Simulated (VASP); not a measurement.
## C: single point with PBEsol

The system is C.

```
C
1.0
     1.21210   -2.11785    0.00000
     1.24400    2.13627    0.00000
     0.00000    0.00000    7.17327
C
4
Cartesian
  1.2413 1.7816 5.4025
  1.2254 -0.3455 1.7708
  1.2148 -1.7631 1.7708
  1.2307 0.3639 5.4025
```

* Program: VASP 6.6.1
* Task: single point
* Functional: PBEsol
* Potentials or basis: VASP PAW PBE potentials, release 64 (C)
* Cutoff: 520 eV
* k mesh: 16 × 16 × 5
* Occupations: fermi-dirac, width 0.05 eV
* Spin: no spin polarisation

| Quantity | Value |
| --- | --- |
| Pressure | 1.7 GPa |
| Largest force | 0.201 eV/Å |

Forces in eV/Å, atoms in the order of the input:
```
C    0.201  0.011 -0.005
C    0.201  0.011  0.005
C   -0.201 -0.011  0.005
C   -0.201 -0.011 -0.005
```

Stress tensor (GPa, compression positive):
```
 2.48 -6.53  0.00
-6.53  2.25  0.00
 0.00  0.00  0.28
```

Wall time 100 s on 1 thread of Intel(R) Xeon(R) 6975P-C (Granite Rapids) (shared host), peak memory 0.26 GiB.

Caveat: this functional lacks dispersion, which binds the layers, so the pressure and a relaxed spacing across them are unreliable; the PAW data sets were made with another functional, which shifts forces and pressure a little.
